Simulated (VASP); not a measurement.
The system is KMgPd3.

```
CELL_PARAMETERS angstrom
4.29370 0.00000 0.00000
0.00000 4.29370 0.00000
0.00000 0.00000 4.29370
ATOMIC_POSITIONS crystal
K 0.50000 0.50000 0.50000
Mg 0.00000 0.00000 0.00000
Pd 0.50000 0.00000 0.00000
Pd 0.00000 0.50000 0.00000
Pd 0.00000 0.00000 0.50000
```

The cell was built from a structure type or drawn by symmetry, and may not be a known phase.

| Quantity | Value |
| --- | --- |
| Program | VASP 6.6.1 |
| Task | relaxation of cell and atoms |
| Functional | PBE |
| Potentials or basis | VASP PAW PBE potentials, release 64 (K_sv, Mg, Pd) |
| Cutoff | 600 eV |
| k mesh | 4 × 4 × 4 |
| Occupations | gaussian, width 0.1 eV |
| Spin | no spin polarisation |

At the start: pressure 38.7 GPa; volume 15.83 Å³/atom.

Q: How do energy, volume and symmetry change on relaxing?

A: Over 4 steps the energy falls by 620.3 meV/atom and the volume is 23.32 Å³/atom (+47.3 %); space group Pm-3m (No. 221, to 0.1 Å) before and after.

The path:
```
step  energy change (eV)  largest force (eV/Å)  pressure (GPa)  volume (Å³)
   1              0.0000                0.0000           38.75        79.16
   2             -2.8953                0.0000           -3.85       131.62
   3             -3.0967                0.0000            0.76       114.16
   4             -3.1014                0.0000           -0.13       116.62
```

Final structure:
```
K Mg Pd
1.0
     4.88571    0.00000    0.00000
     0.00000    4.88571    0.00000
     0.00000    0.00000    4.88571
K Mg Pd
1 1 3
Direct
  0.50000 0.50000 0.50000
  0.00000 0.00000 0.00000
  0.50000 0.00000 0.00000
  0.00000 0.50000 0.00000
  0.00000 0.00000 0.50000
```

Caveat: the k points lie up to 0.32 Å⁻¹ apart in the final cell, too coarse for converged energies and pressures of a metal; the volume moved by over 15 % at a fixed basis, so the end points are rough.
